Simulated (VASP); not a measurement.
Write the native input for VASP 6.6.1 that does the following.

| Quantity | Value |
| --- | --- |
| Task | single point |
| Functional | PBE |
| Potentials or basis | VASP PAW PBE potentials, release 64 (Si, W_sv) |
| Cutoff | 520 eV |
| k mesh | 18 × 18 × 18 |
| Occupations | gaussian, width 0.15 eV |
| Spin | no spin polarisation |
| Dipole correction | no |
| Further INCAR settings | ALGO = Normal; EDIFF = 1e-06; NBANDS = 18 |

The structure of Si2W lies in POSCAR:

```
Si2W
1.0
   -1.6641748970      1.6641748970      3.7029555634
    1.6641748970     -1.6641748970      3.7029555634
    1.6641748970      1.6641748970     -3.7029555634
Si W
2 1
Direct
    0.3239844684      0.3239844684      0.0000000000
    0.6760155316      0.6760155316      0.0000000000
    0.0000000000      0.0000000000      0.0000000000
```

This cell differs from its parent crystal: atoms shifted along a free coordinate, c/a of the conventional cell at fixed volume 2.2251.

The input as run:

INCAR

```
SYSTEM = Si2W
PREC = Accurate
ENCUT = 520
EDIFF = 1E-6
ISMEAR = 0
SIGMA = 0.15
LREAL = .False.
LASPH = .True.
NELM = 60
ALGO = Normal
ISIF = 2
LWAVE = .False.
LCHARG = .False.
GGA = PE
NBANDS = 18
```

KPOINTS

```
Automatic mesh
0
Gamma
  18 18 18
  0 0 0
```

Potentials or basis: VASP PAW PBE potentials, release 64 (Si, W_sv).

The run is started by

```bash
$ cat potpaw_PBE.64/Si/POTCAR potpaw_PBE.64/W_sv/POTCAR > POTCAR
$ mpirun -np 1 vasp_std > vasp.out
```

Results of the run:

The pressure is 4.9 GPa. The largest force is 2.164 eV/Å and the band gap on the k mesh is zero (bands 11 and 12 overlap by 1.02 eV).

Caveat: the cell stands under pressure; spin-orbit coupling is left out, which moves the levels of the heavy elements; forces of over 1 eV/Å act on the atoms, so gaps and moduli don't describe the material at rest.

It took 9.2 min on 1 thread of Intel Xeon 8259CL, on a shared host, peak memory 0.47 GiB.
